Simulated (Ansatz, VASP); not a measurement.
**Two plane-wave programs on TaTe**

```
Ta Te
1.0
     0.00000    2.86434    2.86434
     2.86434    0.00000    2.86434
     2.86434    2.86434    0.00000
Ta Te
1 1
Direct
  0.50000 0.50000 0.50000
  0.00000 0.00000 0.00000
```

Alike in both runs: task single point; functional PBE; k mesh 10 × 10 × 10; occupations gaussian, width 0.05 eV; collinear spin.

|  | VASP | Ansatz |
| --- | --- | --- |
| version | VASP 6.6.1 | Ansatz 0.2.0 |
| potentials or method | VASP PAW PBE potentials, release 64 (Ta_pv, Te), cutoff 520 eV | scalar-relativistic, plane waves, PAW |
| valence electrons in the cell | 17 | 29 |

|  | VASP | Ansatz | Ansatz less VASP |
| --- | --- | --- | --- |
| gap on the k mesh at the Fermi level (eV) | none | none | - |
| pressure (GPa) | -1.7 | -1.7 | -0.06 |
| net moment per atom (μB) | 0.11 | 0.11 | -0.002 |
| size of the moment on the site where the two differ most (μB) | 0.15 | 0.14 | -0.009 |

Site moments also hang on the region over which each program counts them. A gap of «none» marks a metal or a gap that the smearing closes. With one functional, cell and mesh, what is left measures potentials, basis and numerics. VASP's potentials hold 17 valence electrons a cell and Ansatz's 29, so a difference there can come from the potentials and not from the codes.

Neither program's run includes spin-orbit coupling.
